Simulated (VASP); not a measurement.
Here is a VASP 6.6.1 calculation.

INCAR

```
PREC = Accurate
ENCUT = 520
EDIFF = 1E-6
ISMEAR = 0
SIGMA = 0.1
LREAL = False
LASPH = True
NELM = 100
ALGO = Normal
ISIF = 2
LWAVE = False
LCHARG = False
GGA = PE
NBANDS = 33
```

KPOINTS

```
Automatic mesh
0
Gamma
  4 4 4
```

POSCAR

```
HfWS4
1.0
    5.4310295800      0.0000000000      0.0000000000
    0.0000000000      5.4310295800      0.0000000000
    0.0000000000      0.0000000000      5.4310295800
Hf W S
1 1 4
Direct
    0.0000000000      0.0000000000      0.0000000000
    0.5000000000      0.5000000000      0.5000000000
    0.7306612600      0.7306612600      0.7306612600
    0.2693387400      0.2693387400      0.7306612600
    0.2693387400      0.7306612600      0.2693387400
    0.7306612600      0.2693387400      0.2693387400
```

Potentials or basis: VASP PAW PBE potentials, release 64 (Hf_pv, W_sv, S).

Command:

```sh
$ cat potpaw_PBE.64/Hf_pv/POTCAR potpaw_PBE.64/W_sv/POTCAR potpaw_PBE.64/S/POTCAR > POTCAR
$ mpirun -np 1 vasp_std > vasp.out
```

(1) Predict the band gap on the k mesh.

(2) What does it give for the largest force?

## Answers

(1) zero (bands 24 and 25 overlap by 0.91 eV).

(2) 2.657 eV/Å.

Caveat: spin-orbit coupling is left out, which moves the levels of the heavy elements; forces of over 1 eV/Å act on the atoms, so gaps and moduli don't describe the material at rest.
